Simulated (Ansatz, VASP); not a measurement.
One calculation of ZnSe, two programs

```xyz
2
Lattice="0.0000 2.6103 2.6103 2.6103 0.0000 2.6103 2.6103 2.6103 0.0000" Properties=species:S:1:pos:R:3 pbc="T T T"
Zn    0.0000    0.0000    0.0000
Se    3.9154    3.9154    3.9154
```

Alike in both runs: task single point; functional PBEsol; k mesh 10 × 10 × 10; occupations gaussian, width 0.02 eV; no spin polarisation.

|  | VASP | Ansatz |
| --- | --- | --- |
| version | VASP 6.6.1 | Ansatz 0.2.0 |
| potentials or method | VASP PAW PBE potentials, release 64 (Zn, Se), cutoff 520 eV | scalar-relativistic, plane waves, PAW |
| valence electrons in the cell | 18 | 28 |

|  | VASP | Ansatz | Ansatz less VASP |
| --- | --- | --- | --- |
| gap on the k mesh at the Fermi level (eV) | 2.16 | 2.17 | +0.013 |
| least direct gap on the mesh (eV) | 2.24 | 2.22 | -0.023 |
| pressure (GPa) | 25.6 | 25.0 | -0.61 |

VASP's potentials were made for PBE, not for PBEsol. The functional is the same, so the differences come from potentials, cutoffs and numerics. VASP's potentials hold 18 valence electrons a cell and Ansatz's 28, so a difference there can come from the potentials and not from the codes.
